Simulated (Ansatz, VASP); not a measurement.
**AlNi: VASP beside Ansatz**

Contents of INCAR:

```
ALGO     = Fast           # electronic algorithm
EDIFF    = 1E-6           # SCF threshold, eV
ENCUT    = 520            # plane-wave cutoff, eV
GGA      = PS             # functional
ISIF     = 2              # what is computed and relaxed
ISMEAR   = 0              # smearing method
LASPH    = True           # aspherical terms in the spheres
LCHARG   = False          # write CHGCAR
LREAL    = False          # projectors in reciprocal space
LWAVE    = False          # write WAVECAR
NBANDS   = 14             # bands
NELM     = 80             # most SCF steps
PREC     = Accurate       # precision mode
SIGMA    = 0.15           # smearing width, eV
```

File KPOINTS:

```
k-points
0
Gamma
  20 20 20
```

The input POSCAR:

```
AlNi
1.0
    2.8621655516      0.0000000000      0.0500878972
    0.0000000000      2.8621655516      0.0000000000
    0.0500878972      0.0000000000      2.8621655516
Al Ni
1 1
Direct
    0.0000000000      0.0000000000      0.0000000000
    0.5000000000      0.5000000000      0.5000000000
```

Input for Ansatz:

```yaml
crystal:
  lattice:
    - [2.8621655516, 0.0, 0.0500878972]
    - [0.0, 2.8621655516, 0.0]
    - [0.0500878972, 0.0, 2.8621655516]
  atoms:
    - { symbol: Al, position: [0.0, 0.0, 0.0] }
    - { symbol: Ni, position: [0.5, 0.5, 0.5] }
basis:
  ecutwfc: 420
kpoints:
  mp_grid: { grid: [20, 20, 20] }
hamiltonian:
  xc: pbesol
scf:
  occupations: { method: gaussian, width: 0.15 }
output:
  forces: true
  stress: true
  eigenvalues: true
```

Change from the starting cell: strain +0.0350 x Voigt [0, 0, 0, 0, 1, 0], atoms carried along.

Alike in both runs: task single point; functional PBEsol; k mesh 20 × 20 × 20; occupations gaussian, width 0.15 eV; no spin polarisation.

|  | VASP | Ansatz |
| --- | --- | --- |
| version | VASP 6.6.1 | Ansatz 0.2.0 |
| potentials or method | VASP PAW PBE potentials, release 64 (Al, Ni), cutoff 520 eV | scalar-relativistic, plane waves, PAW |
| valence electrons in the cell | 13 | 21 |

Ansatz gave:

| Quantity | Value |
| --- | --- |
| gap on the k mesh at the Fermi level (eV) | none |
| pressure (GPa) | 0.3 |
| traceless stress, the component that is largest in VASP (GPa) | -4.46 |

Problem. What did VASP give for the same quantities?

Solution. gap on the k mesh at the Fermi level (eV): none; pressure (GPa): 0.1; traceless stress, the component that is largest in VASP (GPa): -4.45.

VASP's potentials were made for PBE, not for PBEsol. A gap of «none» marks a metal or a gap that the smearing closes. VASP's potentials hold 13 valence electrons a cell and Ansatz's 21, so a difference there can come from the potentials and not from the codes.
